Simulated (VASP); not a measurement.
# CoSi2 (Fm-3m) in VASP: notebook, part 2 of 2

VASP 6.6.1. Earlier steps stand in the parts before.

## 5. Single point, PBE (12.06 Å³/atom)

This run uses another cell than the first one, of 12.06 Å³/atom.

Contents of INCAR:

```
SYSTEM = CoSi2
PREC = Accurate
ENCUT = 520
EDIFF = 1E-7
ISMEAR = 0
SIGMA = 0.1
LREAL = .FALSE.
LASPH = .TRUE.
NELM = 60
ALGO = Normal
ISIF = 2
LWAVE = .FALSE.
LCHARG = .FALSE.
GGA = PE
NBANDS = 16
```

Contents of KPOINTS:

```
Automatic mesh
0
G
  14 14 14
  0 0 0
```

Contents of POSCAR:

```
CoSi2
1.0
    0.0000000000      2.6252142992      2.6252142992
    2.6252142992      0.0000000000      2.6252142992
    2.6252142992      2.6252142992      0.0000000000
Co Si
1 2
Direct
    0.0000000000      0.0000000000      0.0000000000
    0.2500000000      0.2500000000      0.2500000000
    0.7500000000      0.7500000000      0.7500000000
```

Potentials or basis: VASP PAW PBE potentials, release 64 (Co, Si).

On the command line:

```sh
> cat potpaw_PBE.64/Co/POTCAR potpaw_PBE.64/Si/POTCAR > POTCAR
> mpirun -np 1 vasp_std > vasp.out
```

OUTCAR:

```text
SYSTEM = CoSi2
   PREC = Accurate
   ENCUT = 520
   EDIFF = 1E-7
   ISMEAR = 0
   LREAL = .FALSE.
   LASPH = .TRUE.
   NELM = 60
   ISIF = 2
   GGA = PE

 ion  position               nearest neighbor table
   1  0.000  0.000  0.000-   3 2.27   3 2.27   3 2.27   2 2.27   3 2.27   2 2.27   2 2.27   2 2.27

   2  0.250  0.250  0.250-   1 2.27   1 2.27   1 2.27   1 2.27   3 2.63   3 2.63   3 2.63   3 2.63
                             3 2.63   3 2.63
   3  0.750  0.750  0.750-   1 2.27   1 2.27   1 2.27   1 2.27   2 2.63   2 2.63   2 2.63   2 2.63
                             2 2.63   2 2.63

  LATTYP: Found a face centered cubic cell.
 ALAT       =     5.2504285984

  Lattice vectors:

 A1 = (   0.0000000000,   2.6252142992,   2.6252142992)
 A2 = (   2.6252142992,   0.0000000000,   2.6252142992)
 A3 = (   2.6252142992,   2.6252142992,   0.0000000000)

Analysis of symmetry for initial positions (statically):
=====================================================================
 Subroutine PRICEL returns:
 Original cell was already a primitive cell.

 Routine SETGRP: Setting up the symmetry group for a
 face centered cubic supercell.

 Subroutine GETGRP returns: Found 48 space group operations
 (whereof 48 operations were pure point group operations)
 out of a pool of 48 trial point group operations.

The static configuration has the point symmetry O_h .

Analysis of symmetry for dynamics (positions and initial velocities):
=====================================================================
 Subroutine PRICEL returns:
 Original cell was already a primitive cell.

 Routine SETGRP: Setting up the symmetry group for a
 face centered cubic supercell.

 Subroutine GETGRP returns: Found 48 space group operations
 (whereof 48 operations were pure point group operations)
 out of a pool of 48 trial point group operations.

The dynamic configuration has the point symmetry O_h .

[... 119 lines left out ...]
     AMIX     =   0.40;   BMIX     =  1.00
     AMIX_MAG =   1.60;   BMIX_MAG =  1.00
  volume/ion in A,a.u.               =      12.06        81.40
  Fermi-wavevector in a.u.,A,eV,Ry     =   1.272672  2.405001 22.037264  1.619693
  Thomas-Fermi vector in A             =   2.405537
   LORBIT       =      0    0 simple, 1 ext, 2 COOP (PROOUT), +10 PAW based schemes
   GGA     = PE    functional components
   LHFCALC =     F    Hartree Fock is set to
   AEXX    =    0.0000 exact exchange contribution
   IVDW    =     0    specifies the selected vdW correction
   LEPSILON=     F    determine dielectric tensor
   LRPA    =     F    only Hartree local field effects (RPA)
 non-spin polarized calculation
 Gauss-broadening in eV      SIGMA  =   0.10
  energy-cutoff  :      520.00
  volume of cell :       36.18
 maximum number of plane-waves:       990
   NGX = 13   NGY = 13   NGZ = 13

 number of electron      17.0000006 magnetization

 Free energy of the ion-electron system (eV)
  ---------------------------------------------------
  ext. energy  EPLUGINS =         0.00000000
  ---------------------------------------------------
  free energy    TOTEN  =       -19.21281928 eV

  energy without entropy =      -19.20785247  energy(sigma->0) =      -19.21033588

 E-fermi :  10.9332     XC(G=0): -12.0235

 val. band max:       10.8399138509   @ k =   0.4286   0.0714   0.0000
 cond. band min:      10.9363883272   @ k =   0.3571   0.0714   0.0000
 fundamental gap:      0.0964744763
 Fermi energy:        10.9331845654

 k-point     1 :       0.0000    0.0000    0.0000
  band No.  band energies     occupation
      1      -2.6768      2.00000
      2       6.5661      2.00000
      3       6.5661      2.00000
      4       6.5661      2.00000
      5       8.8060      2.00000
      6       8.8060      2.00000
[... 433 lines left out ...]
      3       6.7207      2.00000
      4       6.7917      2.00000
      5       7.9507      2.00000
      6       9.0049      2.00000
[... 8 lines left out ...]
     15      19.4966      0.00000
     16      19.8440      0.00000

 [... further k-points ...]

------------------------ aborting loop because EDIFF is reached ----------------------------------------

  FORCE on cell =-STRESS in cart. coord.  units (eV):
  Direction    XX          YY          ZZ          XY          YZ          ZX
  --------------------------------------------------------------------------------------
  -------------------------------------------------------------------------------------
  Total        2.8402777      2.8402777      2.8402777     -0.0000000      0.0000000     -0.0000000
  in kB      125.7613262    125.7613262    125.7613262     -0.0000000      0.0000000     -0.0000000
  external PRESSURE =     125.7613262 kB  Pullay stress =       0.0000000 kB

 VOLUME and BASIS-vectors are now :
 -----------------------------------------------------------------------------
  energy-cutoff  :      520.00
  volume of cell :       36.18
      direct lattice vectors                 reciprocal lattice vectors
     0.000000000  2.625214299  2.625214299    -0.190460642  0.190460642  0.190460642
     2.625214299  0.000000000  2.625214299     0.190460642 -0.190460642  0.190460642
     2.625214299  2.625214299  0.000000000     0.190460642  0.190460642 -0.190460642

 POSITION                                       TOTAL-FORCE (eV/Angst)
 -----------------------------------------------------------------------------------
      0.00000      0.00000      0.00000         0.000000     -0.000000      0.000000
      1.31261      1.31261      1.31261        -0.000000     -0.000000      0.000000
      3.93782      3.93782      3.93782         0.000000      0.000000     -0.000000
 -----------------------------------------------------------------------------------
    total drift:                               -0.000000     -0.000000      0.000000

  FREE ENERGIE OF THE ION-ELECTRON SYSTEM (eV)
  ---------------------------------------------------
  free  energy   TOTEN  =       -19.2128192768 eV

  energy  without entropy=      -19.2078524746  energy(sigma->0) =      -19.21033588
```

OSZICAR:

```text
N       E                     dE             d eps       ncg     rms          rms(c)
DAV:   1     0.617029744398E+02    0.61703E+02   -0.68739E+03  3344   0.104E+03
DAV:   2    -0.174018752778E+02   -0.79105E+02   -0.70498E+02  3768   0.206E+02
DAV:   3    -0.205613940736E+02   -0.31595E+01   -0.31182E+01  4280   0.452E+01
DAV:   4    -0.206143922992E+02   -0.52998E-01   -0.52976E-01  3968   0.569E+00
DAV:   5    -0.206160921760E+02   -0.16999E-02   -0.16998E-02  4360   0.104E+00    0.151E+01
DAV:   6    -0.236117514573E+02   -0.29957E+01   -0.22526E+01  3592   0.997E+01    0.162E+01
DAV:   7    -0.192570008531E+02    0.43548E+01   -0.10263E+01  4224   0.787E+01    0.369E+00
DAV:   8    -0.192412146335E+02    0.15786E-01   -0.62103E-01  3656   0.469E+00    0.180E+00
DAV:   9    -0.192126387105E+02    0.28576E-01   -0.72918E-02  4136   0.529E+00    0.479E-01
DAV:  10    -0.192130026808E+02   -0.36397E-03   -0.61785E-03  4664   0.118E+00    0.139E-01
DAV:  11    -0.192127978874E+02    0.20479E-03   -0.74387E-04  4336   0.521E-01    0.256E-02
DAV:  12    -0.192128186977E+02   -0.20810E-04   -0.60705E-05  3800   0.539E-02    0.128E-02
DAV:  13    -0.192128186549E+02    0.42761E-07   -0.41361E-06  4352   0.267E-02    0.561E-03
DAV:  14    -0.192128190957E+02   -0.44074E-06   -0.42729E-07  4112   0.705E-03    0.258E-03
DAV:  15    -0.192128192519E+02   -0.15617E-06   -0.65373E-08  2320   0.517E-03    0.710E-04
DAV:  16    -0.192128192768E+02   -0.24895E-07   -0.21687E-08  2056   0.137E-03
   1 F= -.19212819E+02 E0= -.19210336E+02  d E =-.496680E-02
```

Run time: 34 s. Hardware: 1 thread of Intel Xeon Platinum 8559C (Emerald Rapids), shared host; peak memory 0.19 GiB.

Results:

```
Free energy            : -19.2128 eV
Pressure               : 12.6 GPa
Band gap on the k mesh : zero (an odd number of electrons rules out a gap without spin polarisation)
```

Levels at points of the mesh, in eV from the Fermi level:
| k point | band 7 | band 8 | band 9 | band 10 | band 11 | band 12 |
| --- | --- | --- | --- | --- | --- | --- |
| (0.00, 0.00, 0.00) | 1.35 | 3.45 | 3.45 | 3.45 | 3.64 | 3.64 |
| (0.50, 0.00, 0.00) | -1.81 | -0.52 | -0.52 | 2.88 | 3.58 | 3.58 |
| (0.50, 0.50, 0.00) | -2.14 | -2.10 | -1.49 | 1.81 | 2.94 | 8.60 |

Caveat: the cell stands under pressure; the run has no spin polarisation, though such a crystal can be magnetic. Spin polarisation is off, so any magnetic state and its effect on volume and gap are missing.

## 6. Overview

| task | cell | cutoff (eV) | gap on the mesh (eV) | pressure (GPa) |
| --- | --- | --- | --- | --- |
| relaxation of cell and atoms | relaxed from a = 3.787 Å, angles 60.0°, 3 atoms | 600 | none | 0.0 |
| single point | a = 3.632 Å, angles 60.0°, 3 atoms | 520 | none | 30.3 |
| single point | a = 3.673 Å, angles 60.0°, 3 atoms | 520 | none | 20.7 |
| single point | a = 3.713 Å, angles 60.0°, 3 atoms | 520 | none | 12.6 |

Alike in all rows: level PBE; potentials or basis VASP PAW PBE potentials, release 64 (Co, Si); no spin polarisation; k mesh 14 × 14 × 14; smearing gaussian 0.1 eV.

Caveats: the run has no spin polarisation, though such a crystal can be magnetic; the cell stands under pressure (at least some runs).

Total energies depend on the potentials used, so only differences within one code and one set of settings carry meaning.
